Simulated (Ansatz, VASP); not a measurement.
One calculation of Zn3GeO, two programs

INCAR

```
SYSTEM = Zn3GeO
PREC = Accurate
ENCUT = 600
EDIFF = 1E-7
ISMEAR = 0
SIGMA = 0.1
LREAL = .False.
LASPH = .True.
NELM = 60
ALGO = Normal
ISIF = 3
LWAVE = .False.
LCHARG = .False.
GGA = PE
IBRION = 2
NSW = 90
EDIFFG = -0.04
```

File KPOINTS:

```
Automatic mesh
0
Gamma
  6 6 4
  0 0 0
```

The input POSCAR:

```
Zn3GeO
1.0
    3.4999638000      0.0000000000      0.0000000000
    0.0000000000      3.4999638000      0.0000000000
    0.0000000000      0.0000000000      5.8626182900
Zn Ge O
3 1 1
Direct
    0.0000000000      0.0000000000      0.8254458400
    0.0000000000      0.0000000000      0.1745541600
    0.5000000000      0.5000000000      0.0000000000
    0.0000000000      0.0000000000      0.5000000000
    0.5000000000      0.5000000000      0.5000000000
```

Input for Ansatz:

```yaml
crystal:
  lattice:
    - [3.4999638, 0.0, 0.0]
    - [0.0, 3.4999638, 0.0]
    - [0.0, 0.0, 5.86261829]
  atoms:
    - { symbol: Zn, position: [0.0, 0.0, 0.82544584] }
    - { symbol: Zn, position: [0.0, 0.0, 0.17455416] }
    - { symbol: Zn, position: [0.5, 0.5, 0.0] }
    - { symbol: Ge, position: [0.0, 0.0, 0.5] }
    - { symbol: O, position: [0.5, 0.5, 0.5] }
basis:
  ecutwfc: 420
kpoints:
  mp_grid: { grid: [6, 6, 4] }
hamiltonian:
  xc: pbe
scf:
  occupations: { method: gaussian, width: 0.1 }
  lower_state_search: "off"
output:
  forces: true
  stress: true
  eigenvalues: true
relax:
  adjacent_minimum: "off"
  f_tol: 0.04
  max_steps: 70
  cell: { stress_tol: 0.4 }
```

Alike in both runs: task relaxation of cell and atoms; functional PBE; k mesh 6 × 6 × 4; occupations gaussian, width 0.1 eV; no spin polarisation.

```csv
,VASP,Ansatz
version,VASP 6.6.1,Ansatz 0.2.0
potentials or method,"VASP PAW PBE potentials, release 64 (Zn, Ge_d, O), cutoff 600 eV","scalar-relativistic, plane waves, PAW"
valence electrons in the cell,56,56
```

Ansatz gave:

```
gap on the k mesh at the Fermi level, each at its own relaxed structure (eV) : none
relaxed volume (Å³/atom)                                                     : 15.38
relaxed cell length with the largest relative difference (Å)                 : 8.208
```

Problem. Which values does VASP return?

Solution. gap on the k mesh at the Fermi level, each at its own relaxed structure (eV): none; relaxed volume (Å³/atom): 15.22; relaxed cell length with the largest relative difference (Å): 8.033.

A gap of «none» marks a metal or a gap that the smearing closes.
